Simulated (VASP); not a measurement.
# HfN (Pm-3m) in VASP: notebook, part 2 of 2

VASP 6.6.1. The steps go on from the part before.

### Step 5. Single point, PBEsol

This run uses another cell than the first one, of 10.88 Å³/atom, 1.026 times its volume.

File INCAR:

```
SYSTEM = HfN
PREC = Accurate
ENCUT = 520
EDIFF = 1E-7
ISMEAR = -1
SIGMA = 0.05
LREAL = .False.
LASPH = .True.
NELM = 80
ALGO = Normal
ISIF = 2
LWAVE = .False.
LCHARG = .False.
GGA = PS
NBANDS = 14
```

File KPOINTS:

```
regular mesh
0
Gamma
  9 9 9
  0 0 0
```

File POSCAR:

```
HfN
1.0
    2.7914338938      0.0000000000      0.0000000000
    0.0000000000      2.7914338938      0.0000000000
    0.0000000000      0.0000000000      2.7914338938
Hf N
1 1
Direct
    0.5000000000      0.5000000000      0.5000000000
    0.0000000000      0.0000000000      0.0000000000
```

Potentials or basis: VASP PAW PBE potentials, release 64 (Hf_pv, N).

Launch:

```console
$ cat potpaw_PBE.64/Hf_pv/POTCAR potpaw_PBE.64/N/POTCAR > POTCAR
$ mpirun -np 1 vasp_std > vasp.out
```

OUTCAR:

```text
SYSTEM = HfN
   PREC = Accurate
   ENCUT = 520
   EDIFF = 1E-7
   ISMEAR = -1
   LREAL = .False.
   LASPH = .True.
   NELM = 80
   ISIF = 2
   GGA = PS

 ion  position               nearest neighbor table
   1  0.500  0.500  0.500-   2 2.42   2 2.42   2 2.42   2 2.42   2 2.42   2 2.42   2 2.42   2 2.42

   2  0.000  0.000  0.000-   1 2.42   1 2.42   1 2.42   1 2.42   1 2.42   1 2.42   1 2.42   1 2.42

  LATTYP: Found a simple cubic cell.
 ALAT       =     2.7914338938

  Lattice vectors:

 A1 = (   2.7914338938,   0.0000000000,   0.0000000000)
 A2 = (   0.0000000000,   2.7914338938,   0.0000000000)
 A3 = (   0.0000000000,   0.0000000000,   2.7914338938)

Analysis of symmetry for initial positions (statically):
=====================================================================
 Subroutine PRICEL returns:
 Original cell was already a primitive cell.

 Routine SETGRP: Setting up the symmetry group for a
 simple cubic supercell.

 Subroutine GETGRP returns: Found 48 space group operations
 (whereof 48 operations were pure point group operations)
 out of a pool of 48 trial point group operations.

[... 176 lines left out ...]
      6       5.0109      2.00000
      7       6.5250      2.00000
      8       6.5250      2.00000
      9       6.5250      2.00000
     10      11.3756      0.00000
     11      14.1738      0.00000
     12      14.1738      0.00000
     13      14.1738      0.00000
     14      20.7544      0.00000
[... 377 lines left out ...]
      1     -23.6214      2.00000
      2     -23.2797      2.00000
      3     -22.3254      2.00000
      4      -6.4951      2.00000
      5       2.1564      2.00000
      6       3.1983      2.00000
      7       5.7769      2.00000
      8       7.6640      0.48347
      9      10.9041      0.00000
     10      11.3978      0.00000
     11      13.2623      0.00000
     12      14.7346      0.00000
     13      18.7529      0.00000
     14      20.7603      0.00000

 [... further k-points ...]

------------------------ aborting loop because EDIFF is reached ----------------------------------------

  FORCE on cell =-STRESS in cart. coord.  units (eV):
  Direction    XX          YY          ZZ          XY          YZ          ZX
  --------------------------------------------------------------------------------------
  -------------------------------------------------------------------------------------
  Total       -0.3615750     -0.3615750     -0.3615750      0.0000000      0.0000000      0.0000000
  in kB      -26.6334219    -26.6334219    -26.6334219      0.0000000      0.0000000      0.0000000
  external PRESSURE =     -26.6334219 kB  Pullay stress =       0.0000000 kB

 VOLUME and BASIS-vectors are now :
 -----------------------------------------------------------------------------
  energy-cutoff  :      520.00
  volume of cell :       21.75
      direct lattice vectors                 reciprocal lattice vectors
     2.791433894  0.000000000  0.000000000     0.358238826  0.000000000  0.000000000
     0.000000000  2.791433894  0.000000000     0.000000000  0.358238826  0.000000000
     0.000000000  0.000000000  2.791433894     0.000000000  0.000000000  0.358238826

 POSITION                                       TOTAL-FORCE (eV/Angst)
 -----------------------------------------------------------------------------------
      1.39572      1.39572      1.39572         0.000000      0.000000      0.000000
      0.00000      0.00000      0.00000         0.000000      0.000000      0.000000
 -----------------------------------------------------------------------------------
    total drift:                                0.000000     -0.000000     -0.000000

  FREE ENERGIE OF THE ION-ELECTRON SYSTEM (eV)
  ---------------------------------------------------
  free  energy   TOTEN  =       -21.0258525546 eV

  energy  without entropy=      -21.0148743440  energy(sigma->0) =      -21.02036345
```

OSZICAR:

```text
N       E                     dE             d eps       ncg     rms          rms(c)
DAV:   1     0.315370345216E+02    0.31537E+02   -0.79702E+03   980   0.104E+03
DAV:   2    -0.218463531924E+02   -0.53383E+02   -0.48954E+02  1292   0.227E+02
DAV:   3    -0.234759127735E+02   -0.16296E+01   -0.16229E+01  1154   0.311E+01
DAV:   4    -0.234810692059E+02   -0.51564E-02   -0.51559E-02  1228   0.200E+00
DAV:   5    -0.234811042972E+02   -0.35091E-04   -0.35091E-04  1142   0.134E-01    0.427E+01
DAV:   6    -0.211485562780E+02    0.23325E+01   -0.43874E+00  1106   0.185E+01    0.374E+01
DAV:   7    -0.210631367536E+02    0.85420E-01   -0.40562E-01  1136   0.536E+00    0.238E+01
DAV:   8    -0.210328635045E+02    0.30273E-01   -0.15951E-01  1112   0.309E+00    0.525E+00
DAV:   9    -0.210258662758E+02    0.69972E-02   -0.15041E-02  1088   0.989E-01    0.150E+00
DAV:  10    -0.210258638119E+02    0.24639E-05   -0.71293E-04  1234   0.198E-01    0.212E-01
DAV:  11    -0.210258522716E+02    0.11540E-04   -0.26773E-05  1094   0.457E-02    0.398E-02
DAV:  12    -0.210258524704E+02   -0.19882E-06   -0.14474E-06  1260   0.101E-02    0.121E-02
DAV:  13    -0.210258525546E+02   -0.84150E-07   -0.78616E-08   652   0.232E-03
   1 F= -.21025853E+02 E0= -.21020363E+02  d E =-.109782E-01
```

It took 6.8 s on 1 thread of AMD EPYC 9R45 (Zen 5), shared host; peak memory 0.11 GiB.

What came out:

```yaml
Free_energy: -21.0259 eV
Pressure: -2.7 GPa
```

Levels at points of the mesh, in eV from the Fermi level:
```csv
k point,band 6,band 7,band 8,band 9,band 10,band 11
"(0.00, 0.00, 0.00)",-2.60,-1.08,-1.08,-1.08,3.77,6.57
```

Caveat: the PAW data sets were made with another functional, which shifts forces and pressure a little; spin-orbit coupling is left out, which moves the levels of the heavy elements.

### Step 6. Single point, BLYP

File INCAR:

```
SYSTEM = HfN
PREC     = Accurate       ! precision mode
ENCUT    = 520            ! plane-wave cutoff, eV
EDIFF    = 1E-6           ! SCF threshold, eV
ISMEAR   = -1             ! smearing method
SIGMA    = 0.05           ! smearing width, eV
LREAL    = .FALSE.        ! projectors in reciprocal space
LASPH    = .TRUE.         ! aspherical terms in the spheres
NELM     = 60             ! most SCF steps
ALGO     = Normal         ! electronic algorithm
ISIF     = 2              ! what is computed and relaxed
LWAVE    = .FALSE.        ! write WAVECAR
LCHARG   = .FALSE.        ! write CHGCAR
GGA      = B5             ! functional
ALDAX    = 1.0          
AGGAX    = 1.0          
AGGAC    = 1.0          
ALDAC    = 0.0          
NBANDS   = 14             ! bands
```

File KPOINTS:

```
regular mesh
0
G
  9 9 9
  0 0 0
```

File POSCAR:

```
HfN
1.0
    2.7673601447      0.0000000000      0.0000000000
    0.0000000000      2.7673601447      0.0000000000
    0.0000000000      0.0000000000      2.7673601447
Hf N
1 1
Direct
    0.5000000000      0.5000000000      0.5000000000
    0.0000000000      0.0000000000      0.0000000000
```

Potentials or basis: VASP PAW PBE potentials, release 64 (Hf_pv, N).

Launch:

```console
$ cat potpaw_PBE.64/Hf_pv/POTCAR potpaw_PBE.64/N/POTCAR > POTCAR
$ mpirun -np 1 vasp_std > vasp.out
```

Wall time 14 s (1 thread of AMD EPYC 9R45 (Zen 5), shared host); peak memory 0.11 GiB.

It converged, with:

| Quantity | Value |
| --- | --- |
| Free energy | -17.8856 eV |
| Pressure | 24.5 GPa |

Levels at points of the mesh, in eV from the Fermi level:
```tsv
k point	band 4	band 5	band 6	band 7	band 8	band 9	band 10	band 11	band 12	band 13
(0.00, 0.00, 0.00)	-16.41	-2.64	-2.64	-1.11	-1.11	-1.11	4.36	6.60	6.60	6.60
```

Caveat: the PAW data sets were made with another functional, which shifts forces and pressure a little; spin-orbit coupling is left out, which moves the levels of the heavy elements.

### Step 7. Summary

```tsv
level	potentials or basis	cell	gap on the mesh (eV)	pressure (GPa)
LDA	VASP PAW LDA potentials, release 64 (Hf_pv, N)	a = 2.767 Å, 2 atoms	none	-2.0
LDA	VASP PAW LDA potentials, release 64 (Hf_pv, N)	a = 2.787 Å, 2 atoms	none	-7.5
LDA	VASP PAW LDA potentials, release 64 (Hf_pv, N)	a = 2.806 Å, 2 atoms	none	-12.3
PBEsol	VASP PAW PBE potentials, release 64 (Hf_pv, N)	a = 2.791 Å, 2 atoms	none	-2.7
BLYP	VASP PAW PBE potentials, release 64 (Hf_pv, N)	a = 2.767 Å, 2 atoms	none	24.5
```

Alike in all rows: task single point; no spin polarisation; k mesh 9 × 9 × 9; cutoff (eV) 520; smearing fermi-dirac 0.05 eV.

Caveats: spin-orbit coupling is left out, which moves the levels of the heavy elements; the PAW data sets were made with another functional, which shifts forces and pressure a little (some runs).

Total energies depend on the potentials used, so only differences within one code and one set of settings carry meaning.
